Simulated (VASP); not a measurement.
# LuF4 (Im-3m) in VASP: further runs

LuF4 is run at these levels: PBE; tasks: single point, relaxation of cell and atoms.

Everything below comes from runs of VASP 6.6.1. Logs are shortened: lines on timing, memory, paths and dates and some standing lists are left out, and cuts for length are marked.

## Step 1: The cell of the first run

The structure is cubic, space group Im-3m (No. 229). The conventional cell has a = 5.169 Å, b = 5.169 Å, c = 5.169 Å, α = 90.00°, β = 90.00°, γ = 90.00°. Lu (site symmetry m-3m) has 8 F at 2.24 Å within 3.0 Å. F (site symmetry -3m) has 2 Lu at 2.24 Å and 6 F at 2.58 Å within 3.0 Å.

## Step 2: Single point, PBE

Input file INCAR:

```
SYSTEM = LuF4
PREC     = Accurate       ! precision mode
ENCUT    = 520            ! plane-wave cutoff, eV
EDIFF    = 1E-6           ! SCF threshold, eV
ISMEAR   = 0              ! smearing method
SIGMA    = 0.1            ! smearing width, eV
LREAL    = .FALSE.        ! projectors in reciprocal space
LASPH    = .TRUE.         ! aspherical terms in the spheres
NELM     = 100            ! most SCF steps
ALGO     = Normal         ! electronic algorithm
ISIF     = 2              ! what is computed and relaxed
LWAVE    = .FALSE.        ! write WAVECAR
LCHARG   = .FALSE.        ! write CHGCAR
GGA      = PE             ! functional
NBANDS   = 34             ! bands
```

Input file KPOINTS:

```
Automatic mesh
0
G
  10 10 10
  0 0 0
```

Input file POSCAR:

```
LuF4
1.0
   -2.5844899587      2.5844899587      2.5844899587
    2.5844899587     -2.5844899587      2.5844899587
    2.5844899587      2.5844899587     -2.5844899587
Lu F
1 4
Direct
    0.0000000000      0.0000000000      0.0000000000
    0.0000000000      0.0000000000      0.5000000000
    0.0000000000      0.5000000000      0.0000000000
    0.5000000000      0.0000000000      0.0000000000
    0.5000000000      0.5000000000      0.5000000000
```

Potentials or basis: VASP PAW PBE potentials, release 64 (Lu, F).

The run is started by

```sh
cat potpaw_PBE.64/Lu/POTCAR potpaw_PBE.64/F/POTCAR > POTCAR
mpirun -np 1 vasp_std > vasp.out
```

OUTCAR:

```text
SYSTEM = LuF4
   PREC = Accurate
   ENCUT = 520
   EDIFF = 1E-6
   ISMEAR = 0
   LREAL = .FALSE.
   LASPH = .TRUE.
   NELM = 100
   ISIF = 2
   GGA = PE

 ion  position               nearest neighbor table
   1  0.000  0.000  0.000-   2 2.24   3 2.24   4 2.24   5 2.24   2 2.24   3 2.24   4 2.24   5 2.24

   2  0.000  0.000  0.500-   1 2.24   1 2.24
   3  0.000  0.500  0.000-   1 2.24   1 2.24
   4  0.500  0.000  0.000-   1 2.24   1 2.24
   5  0.500  0.500  0.500-   1 2.24   1 2.24

  LATTYP: Found a body centered cubic cell.
 ALAT       =     5.1689799174

  Lattice vectors:

 A1 = (  -2.5844899587,   2.5844899587,   2.5844899587)
 A2 = (   2.5844899587,  -2.5844899587,   2.5844899587)
 A3 = (   2.5844899587,   2.5844899587,  -2.5844899587)

Analysis of symmetry for initial positions (statically):
=====================================================================
 Subroutine PRICEL returns:
 Original cell was already a primitive cell.

 Routine SETGRP: Setting up the symmetry group for a
 body centered cubic supercell.

 Subroutine GETGRP returns: Found 48 space group operations
 (whereof 48 operations were pure point group operations)
 out of a pool of 48 trial point group operations.

The static configuration has the point symmetry O_h .

Analysis of symmetry for dynamics (positions and initial velocities):
=====================================================================
 Subroutine PRICEL returns:
 Original cell was already a primitive cell.

 Routine SETGRP: Setting up the symmetry group for a
 body centered cubic supercell.

 Subroutine GETGRP returns: Found 48 space group operations
 (whereof 48 operations were pure point group operations)
 out of a pool of 48 trial point group operations.

The dynamic configuration has the point symmetry O_h .

 Subroutine INISYM returns: Found 48 space group operations
 (whereof 48 operations are pure point group operations),
 and found     1 'primitive' translations

----------------------------------------------------------------------------------------

                                     Primitive cell

  volume of cell :      69.0533

  direct lattice vectors                    reciprocal lattice vectors
    -2.584489959  2.584489959  2.584489959     0.000000000  0.193461769  0.193461769
     2.584489959 -2.584489959  2.584489959     0.193461769  0.000000000  0.193461769
[... 93 lines left out ...]
   EDIFFG = 0.1E-04   stopping-criterion for IOM
   NSW    =      0    number of steps for IOM
   IBRION =     -1    ionic relax: 0-MD 1-quasi-New 2-CG
   NFREE  =      0    steps in history (QN), initial steepest desc. (CG)
   ISIF   =      2    stress and relaxation
   ISYM   =      2    0-nonsym 1-usesym 2-fastsym
   POTIM  = 0.5000    time-step for ionic-motion
   TEBEG  =    0.0;   TEEND  =   0.0 temperature during run
   PSTRESS=    0.0 pullay stress
   NELECT =      53.0000    total number of electrons
   NUPDOWN=      -1.0000    fix difference up-down
   EMIN   =  10.00;   EMAX   =-10.00  energy-range for DOS
   EFERMI =   0.00;   METHOD = LEGACY
   ISMEAR =     0;   SIGMA  =   0.10  broadening in eV -4-tet -1-fermi 0-gaus
   EFERMI_NEDOS =   21; number of points for ismear=-14 and -15
   IALGO  =     38    algorithm
   IMIX   =      4    mixing-type and parameters
     AMIX     =   0.40;   BMIX     =  1.00
     AMIX_MAG =   1.60;   BMIX_MAG =  1.00
  volume/ion in A,a.u.               =      13.81        93.20
  Fermi-wavevector in a.u.,A,eV,Ry     =   1.498898  2.832506 30.568125  2.246694
  Thomas-Fermi vector in A             =   2.610597
   LORBIT       =      0    0 simple, 1 ext, 2 COOP (PROOUT), +10 PAW based schemes
   GGA     = PE    functional components
   LHFCALC =     F    Hartree Fock is set to
   AEXX    =    0.0000 exact exchange contribution
   IVDW    =     0    specifies the selected vdW correction
   LEPSILON=     F    determine dielectric tensor
   LRPA    =     F    only Hartree local field effects (RPA)
 non-spin polarized calculation
 Gauss-broadening in eV      SIGMA  =   0.10
  energy-cutoff  :      520.00
  volume of cell :       69.05
 maximum number of plane-waves:      1890
 NGX is ok and might be reduce to    36
   NGX = 17   NGY = 17   NGZ = 17

 number of electron      53.0000024 magnetization

 Free energy of the ion-electron system (eV)
  ---------------------------------------------------
  ext. energy  EPLUGINS =         0.00000000
  ---------------------------------------------------
  free energy    TOTEN  =       -27.04797962 eV

  energy without entropy =      -27.00902324  energy(sigma->0) =      -27.02850143

 E-fermi :  -2.8000     XC(G=0):  -9.6831

 val. band max:       -2.8001930611   @ k =  -0.3000   0.4000   0.1000
 cond. band min:      -2.7981542779   @ k =   0.5000   0.5000   0.4000
 fundamental gap:      0.0020387832
 Fermi energy:        -2.8000327068

 k-point     1 :       0.0000    0.0000    0.0000
  band No.  band energies     occupation
      1     -55.2239      2.00000
      2     -25.9367      2.00000
      3     -25.9367      2.00000
      4     -25.9367      2.00000
      5     -23.4972      2.00000
      6     -22.7329      2.00000
[... 877 lines left out ...]
     33       8.6209      0.00000
     34      11.4846      0.00000

 [... further k-points ...]

------------------------ aborting loop because EDIFF is reached ----------------------------------------

  FORCE on cell =-STRESS in cart. coord.  units (eV):
  Direction    XX          YY          ZZ          XY          YZ          ZX
  --------------------------------------------------------------------------------------
  -------------------------------------------------------------------------------------
  Total       -0.1441027     -0.1441027     -0.1441027      0.0000000      0.0000000     -0.0000000
  in kB       -3.3434750     -3.3434750     -3.3434750      0.0000000      0.0000000     -0.0000000
  external PRESSURE =      -3.3434750 kB  Pullay stress =       0.0000000 kB

 VOLUME and BASIS-vectors are now :
 -----------------------------------------------------------------------------
  energy-cutoff  :      520.00
  volume of cell :       69.05
      direct lattice vectors                 reciprocal lattice vectors
    -2.584489959  2.584489959  2.584489959     0.000000000  0.193461769  0.193461769
     2.584489959 -2.584489959  2.584489959     0.193461769  0.000000000  0.193461769
     2.584489959  2.584489959 -2.584489959     0.193461769  0.193461769  0.000000000

 POSITION                                       TOTAL-FORCE (eV/Angst)
 -----------------------------------------------------------------------------------
      0.00000      0.00000      0.00000         0.000000      0.000000     -0.000000
      1.29224      1.29224     -1.29224        -0.000000      0.000000     -0.000000
      1.29224     -1.29224      1.29224         0.000000     -0.000000      0.000000
     -1.29224      1.29224      1.29224        -0.000000     -0.000000      0.000000
      1.29224      1.29224      1.29224         0.000000     -0.000000      0.000000
 -----------------------------------------------------------------------------------
    total drift:                               -0.000000     -0.000000      0.000000

  FREE ENERGIE OF THE ION-ELECTRON SYSTEM (eV)
  ---------------------------------------------------
  free  energy   TOTEN  =       -27.0479796164 eV

  energy  without entropy=      -27.0090232372  energy(sigma->0) =      -27.02850143
```

stdout:

```text
POSCAR found type information on POSCAR LuF
 POSCAR found :  2 types and       5 ions
 scaLAPACK will be used
 LDA part: xc-table for (Slater+PW92), standard interpolation
 POSCAR, INCAR and KPOINTS ok, starting setup
 FFT: planning ... GRIDC
 FFT: planning ... GRID_SOFT
 FFT: planning ... GRID
 WAVECAR not read
 entering main loop
```

It took 4.1 min on 1 thread of Intel Xeon Platinum 8259CL at 2.50GHz (Skylake/Cascade Lake), shared host; peak memory 0.27 GiB.

Results:

```yaml
Free_energy: -27.0480 eV
Pressure: -0.3 GPa
```

Levels at points of the mesh, in eV from the Fermi level:
```tsv
k point	band 24	band 25	band 26	band 27	band 28	band 29	band 30	band 31
(0.00, 0.00, 0.00)	-0.17	0.11	0.24	0.24	7.41	7.41	7.97	9.66
(0.50, 0.00, 0.00)	-0.61	-0.57	-0.16	0.01	8.54	8.86	9.96	10.07
(0.50, 0.50, 0.50)	-0.57	0.02	0.02	0.02	9.37	9.37	12.68	12.68
```

Caveat: spin-orbit coupling is left out, which moves the levels of the heavy elements; an odd number of electrons without spin polarisation forces a metal; a magnetic or distorted state may lie lower.

(Continued in part 2 of 2.)
